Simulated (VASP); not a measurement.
A run of VASP 6.6.1 is set up as follows.

Contents of INCAR:

```
PREC = Accurate
ENCUT = 520
EDIFF = 1E-6
ISMEAR = -1
SIGMA = 0.13605693000000002
LREAL = False
LASPH = True
NELM = 80
ALGO = Normal
ISIF = 2
LWAVE = False
LCHARG = True
GGA = CA
LELF = True
LVHAR = True
NBANDS = 11
```

The input KPOINTS:

```
Automatic mesh
0
Gamma
  13 13 13
```

File POSCAR:

```
Pt
1.0
    2.5739006210      0.0000000000      0.0000000000
    0.0000000000      2.5739006210      0.0000000000
    0.0000000000      0.0000000000      2.5739006210
Pt
1
Direct
    0.0000000000      0.0000000000      0.0000000000
```

Potentials or basis: VASP PAW LDA potentials, release 64 (Pt).

Launch:

```bash
$ cat potpaw_LDA.64/Pt/POTCAR > POTCAR
$ mpirun -np 1 vasp_std > vasp.out
```

What does it give for the pressure?

-0.5 GPa.

Estimate the band gap on the k mesh.

zero (band 5 reaches 10.95 eV, above the bottom of band 6 at 7.86 eV).

Caveat: spin-orbit coupling is left out, which moves the levels of the heavy elements.
